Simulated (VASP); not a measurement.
# BN (R3m) in VASP: phonons with PBEsol+D3(BJ)

Aim: the phonons of BN with PBEsol+D3(BJ).

Program: VASP 6.6.1. These are calculated values, not measurements. Logs are shortened: lines on timing, memory, paths and dates and some standing lists are left out, and cuts for length are marked.

## 1. The cell of the first run

The structure is trigonal, space group R3m (No. 160). The conventional cell has a = 2.500 Å, b = 2.500 Å, c = 9.561 Å, α = 90.00°, β = 90.00°, γ = 120.00°. B (site symmetry 3m) has 3 N at 1.44 Å within 1.9 Å. N (site symmetry 3m) has 3 B at 1.44 Å within 1.9 Å.

## 2. Phonons, PBEsol+D3(BJ)

INCAR reads:

```
PREC = Accurate ; ENCUT = 520
EDIFF = 1E-8 ; ISMEAR = 0
SIGMA = 0.01 ; LREAL = F
LASPH = T ; NELM = 100
ALGO = Normal ; ISIF = 2
LWAVE = F ; LCHARG = F
GGA = PS ; IVDW = 12
NBANDS = 11 ; IBRION = 6
NFREE = 2 ; POTIM = 0.015
NSW = 1
```

KPOINTS reads:

```
regular mesh
0
Gamma
  15 15 15
```

POSCAR reads:

```
BN
1.0
    1.2500071073      0.7216919399      3.1870498609
   -1.2500071073      0.7216919399      3.1870498609
    0.0000000000     -1.4433838798      3.1870498608
B N
1 1
Direct
    0.9997746531      0.9997746531      0.9997746531
    0.3326583469      0.3326583469      0.3326583469
```

Potentials or basis: VASP PAW PBE potentials, release 64 (B, N).

Started as:

```sh
> cat potpaw_PBE.64/B/POTCAR potpaw_PBE.64/N/POTCAR > POTCAR
> mpirun -np 1 vasp_std > vasp.out
```

OUTCAR:

```text
PREC = Accurate
   ENCUT = 520
   EDIFF = 1E-8
   ISMEAR = 0
   LREAL = F
   LASPH = T
   NELM = 100
   ISIF = 2
   GGA = PS
   IVDW = 12
   IBRION = 6
   NFREE = 2
   POTIM = 0.015
   NSW = 1
 IVDW          = 12

 ion  position               nearest neighbor table
   1  1.000  1.000  1.000-   2 1.44   2 1.44   2 1.44
   2  0.333  0.333  0.333-   1 1.44   1 1.44   1 1.44

  LATTYP: Found a trigonal (rhomboedric) cell.
 ALAT       =     3.4986631504
 COS(alpha) =     0.7447000683

  Lattice vectors:

 A1 = (   1.2500071073,   0.7216919399,   3.1870498609)
 A2 = (  -1.2500071073,   0.7216919399,   3.1870498609)
 A3 = (   0.0000000000,  -1.4433838798,   3.1870498608)

Analysis of symmetry for initial positions (statically):
=====================================================================
 Subroutine PRICEL returns:
 Original cell was already a primitive cell.

 Routine SETGRP: Setting up the symmetry group for a
 trigonal (rhombohedral) supercell.

 Subroutine GETGRP returns: Found  6 space group operations
 (whereof  6 operations were pure point group operations)
 out of a pool of 12 trial point group operations.

The static configuration has the point symmetry C_3v.

Analysis of symmetry for dynamics (positions and initial velocities):
=====================================================================
 Subroutine PRICEL returns:
 Original cell was already a primitive cell.

 Routine SETGRP: Setting up the symmetry group for a
 trigonal (rhombohedral) supercell.

 Subroutine GETGRP returns: Found  6 space group operations
 (whereof  6 operations were pure point group operations)
 out of a pool of 12 trial point group operations.

The dynamic configuration has the point symmetry C_3v.

 Subroutine INISYM returns: Found  6 space group operations
 (whereof  6 operations are pure point group operations),
 and found     1 'primitive' translations

----------------------------------------------------------------------------------------

                                     Primitive cell

  volume of cell :      17.2506

  direct lattice vectors                    reciprocal lattice vectors
     1.250007107  0.721691940  3.187049861     0.399997726  0.230938795  0.104589934
[... 132 lines left out ...]
  ext. energy  EPLUGINS =         0.00000000
  ---------------------------------------------------
  free energy    TOTEN  =       -18.27691495 eV

  energy without entropy =      -18.27691495  energy(sigma->0) =      -18.27691495

------------------------ aborting loop because EDIFF is reached ----------------------------------------

 Edisp (eV)   -0.21101

 E8    (eV) :    -0.1052
[... 311 lines left out ...]
--------------------------------------- Ionic step        9  -------------------------------------------

 number of electron       8.0000000 magnetization

 Free energy of the ion-electron system (eV)
  ---------------------------------------------------
  ext. energy  EPLUGINS =         0.00000000
  ---------------------------------------------------
  free energy    TOTEN  =       -18.27554763 eV

  energy without entropy =      -18.27554763  energy(sigma->0) =      -18.27554763

 E-fermi :   2.6313     XC(G=0): -10.5961

 val. band max:        2.5846937756   @ k =  -0.2000   0.4000   0.0667
 cond. band min:       6.6403229191   @ k =  -0.4667   0.4667   0.0000
 fundamental gap:      4.0556291435
 Fermi energy:         2.6313155545

 k-point     1 :       0.0000    0.0000    0.0000
  band No.  band energies     occupation
      1     -15.2991      2.00000
      2      -1.3458      2.00000
      3       1.2805      2.00000
      4       1.2805      2.00000
      5       7.8451      0.00000
      6      14.2035      0.00000
      7      14.2035      0.00000
      8      15.7541      0.00000
      9      17.6015      0.00000
     10      28.3826      0.00000
     11      31.3340      0.00000
[... 309 lines left out ...]
 k-point    24 :       0.2000    0.1333    0.0000
  band No.  band energies     occupation
      1     -14.6491      2.00000
      2      -1.0591      2.00000
      3      -0.7502      2.00000
      4       0.1840      2.00000
      5       9.4054      0.00000
      6      13.5894      0.00000
      7      14.3587      0.00000
      8      16.3588      0.00000
      9      19.3370      0.00000
     10      24.8938      0.00000
     11      28.9428      0.00000

 [... further k-points ...]

------------------------ aborting loop because EDIFF is reached ----------------------------------------

 Edisp (eV)   -0.21101

 E8    (eV) :    -0.1052
[... 25 lines left out ...]
  FREE ENERGIE OF THE ION-ELECTRON SYSTEM (eV)
  ---------------------------------------------------
  free  energy   TOTEN  =       -18.4865601556 eV

  energy  without entropy=      -18.4865601556  energy(sigma->0) =      -18.48656016

 INTERNAL STRAIN TENSORS FROM DISPLACED ATOMS
 ============================================

 INTERNAL STRAIN TENSOR FOR ION    1 for displacements in x,y,z  (eV/Angst):
          X           Y           Z          XY          YZ          ZX
  --------------------------------------------------------------------------------
  x    -0.00000    -0.00000     0.00000   -13.48529     0.00000    -0.03683
  y   -13.48529    13.48529    -0.00000     0.00000    -0.03683    -0.00000
  z     0.13813     0.13813    -0.65729     0.00000     0.00000     0.00000

 INTERNAL STRAIN TENSOR FOR ION    2 for displacements in x,y,z  (eV/Angst):
          X           Y           Z          XY          YZ          ZX
  --------------------------------------------------------------------------------
  x     0.00000    -0.00000     0.00000    13.47938     0.00000     0.03694
  y    13.47938   -13.47938     0.00000    -0.00000     0.03694     0.00000
  z    -0.13740    -0.13740     0.66233     0.00000    -0.00000     0.00000

 Eigenvectors and eigenvalues of the dynamical matrix
 ----------------------------------------------------

   1 f  =   41.118988 THz   258.358220 2PiTHz 1371.581794 cm-1   170.054393 meV
             X         Y         Z           dx          dy          dz
      0.000000  0.000000  9.558995     0.000000   -0.751181   -0.000000
      0.000000  0.000000  3.180596    -0.000000    0.660096    0.000000
[... 21 lines left out ...]
   6 f/i=    0.002008 THz     0.012618 2PiTHz    0.066989 cm-1     0.008306 meV
             X         Y         Z           dx          dy          dz
      0.000000  0.000000  9.558995    -0.000000    0.000000    0.660156
      0.000000  0.000000  3.180596    -0.000000    0.000000    0.751128

 ELASTIC MODULI CONTR FROM IONIC RELAXATION (kBar)
 Direction    XX          YY          ZZ          XY          YZ          ZX
 --------------------------------------------------------------------------------
 XX        -400.1707    399.8822      0.6908     -0.0000     -1.0943     -0.0000
 YY         399.8822   -400.1707      0.6908      0.0000      1.0943      0.0000
 ZZ           0.6908      0.6908     -3.3087     -0.0000      0.0000     -0.0000
 XY          -0.0000      0.0000     -0.0000   -400.0264     -0.0000     -1.0943
 YZ          -1.0943      1.0943      0.0000     -0.0000     -0.0030     -0.0000
 ZX          -0.0000      0.0000     -0.0000     -1.0943     -0.0000     -0.0030
 --------------------------------------------------------------------------------
```

Wall time 15 min (1 thread of Intel Xeon Platinum 8488C (Sapphire Rapids), shared host); peak memory 0.63 GiB.

Results:

```yaml
Highest_phonon_frequency_at_Γ_LO-TO_splitting_left_out: 1372 cm⁻¹
Dispersion_energy_per_atom: -0.106 eV
```

Phonon frequencies in cm⁻¹ (negative: imaginary):
```
              q point          frequencies
(0.000, 0.000, 0.000)  0 0 0 738 1372 1372
```
